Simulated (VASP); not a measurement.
## Mn: single point with PBE

The system is Mn.

```
Mn
1.0
     2.38003    0.00000    0.00000
    -1.19002    2.06117    0.00000
     0.00000    0.00000    3.84593
Mn
2
Direct
  0.33333 0.66667 0.25000
  0.66667 0.33333 0.75000
```

This cell differs from its parent crystal: volume scaled by 0.88.

```json
{
  "Program": "VASP 6.6.1",
  "Task": "single point",
  "Functional": "PBE",
  "Potentials or basis": "VASP PAW PBE potentials, release 64 (Mn_pv)",
  "Cutoff": "520 eV",
  "k mesh": "17 × 17 × 9",
  "Occupations": "fermi-dirac, width 0.1 eV",
  "Spin": "collinear spin, ferromagnetic start",
  "Starting moments": "[3.0, 3.0] μB"
}
```

* Pressure: 47.3 GPa
* Band gap on the k mesh: zero (filled and empty bands overlap)
* Net moment: 0.00 μB per cell
* Valence electrons inside the program's atomic spheres: Mn 12.28

Stress tensor (GPa, compression positive):
```
47.33  0.00  0.00
 0.00 47.33  0.00
 0.00  0.00 47.14
```

Levels at points of the mesh, in eV from the Fermi level:
Spin up:
| k point | band 9 | band 10 | band 11 | band 12 | band 13 | band 14 | band 15 | band 16 | band 17 | band 18 |
| --- | --- | --- | --- | --- | --- | --- | --- | --- | --- | --- |
| (0.00, 0.00, 0.00) | -1.17 | -1.17 | -1.17 | -0.59 | -0.59 | 0.03 | 0.03 | 1.01 | 1.92 | 1.92 |
Spin down:
```csv
k point,band 10,band 11,band 12,band 13,band 14,band 15,band 16,band 17
"(0.00, 0.00, 0.00)",-1.17,-1.17,-0.59,-0.59,0.03,0.03,1.01,1.92
```

Wall time 93 s on 1 thread of Intel(R) Xeon(R) Platinum 8559C (Emerald Rapids), with other jobs on the host, peak memory 0.21 GiB.

Caveat: the starting moments collapsed, and a magnetic state may lie lower.
